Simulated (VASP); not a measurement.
Set up this calculation in VASP 6.6.1, as the native input.

```
Task                   : single point
Functional             : PBE
Potentials or basis    : VASP PAW PBE potentials, release 64 (Se)
Cutoff                 : 520 eV
k mesh                 : 13 × 13 × 13
Occupations            : fermi-dirac, width 0.08 eV
Spin                   : no spin polarisation
Dipole correction      : no
Further INCAR settings : ALGO = Normal; EDIFF = 1e-06; NBANDS = 13
```

The structure of Se lies in POSCAR:

```
Se
1.0
    1.9318516884     -1.1153550923      3.1576422076
    0.0000000000      2.2307101846      3.1576422076
   -1.9318516884     -1.1153550923      3.1576422076
Se
2
Direct
    0.2500000000      0.2500000000      0.2500000000
   -0.2500000000     -0.2500000000     -0.2500000000
```

This cell differs from its parent crystal: volume scaled by 0.9.

The input as run:

INCAR

```
PREC = Accurate
ENCUT = 520
EDIFF = 1E-6
ISMEAR = -1
SIGMA = 0.08
LREAL = False
LASPH = True
NELM = 80
ALGO = Normal
ISIF = 2
LWAVE = False
LCHARG = True
GGA = PE
LELF = True
LVHAR = True
NBANDS = 13
```

KPOINTS

```
Automatic mesh
0
Gamma
  13 13 13
```

Potentials or basis: VASP PAW PBE potentials, release 64 (Se).

Launch:

```bash
$ cat potpaw_PBE.64/Se/POTCAR > POTCAR
$ mpirun -np 1 vasp_std > vasp.out
```

It gave:

The pressure is 9.4 GPa and the band gap on the k mesh is zero (band 6 reaches 8.61 eV, above the bottom of band 7 at 3.76 eV).

Wall time 50 s on 1 thread of Intel(R) Xeon(R) 6975P-C (Granite Rapids) (shared host), peak memory 0.24 GiB.
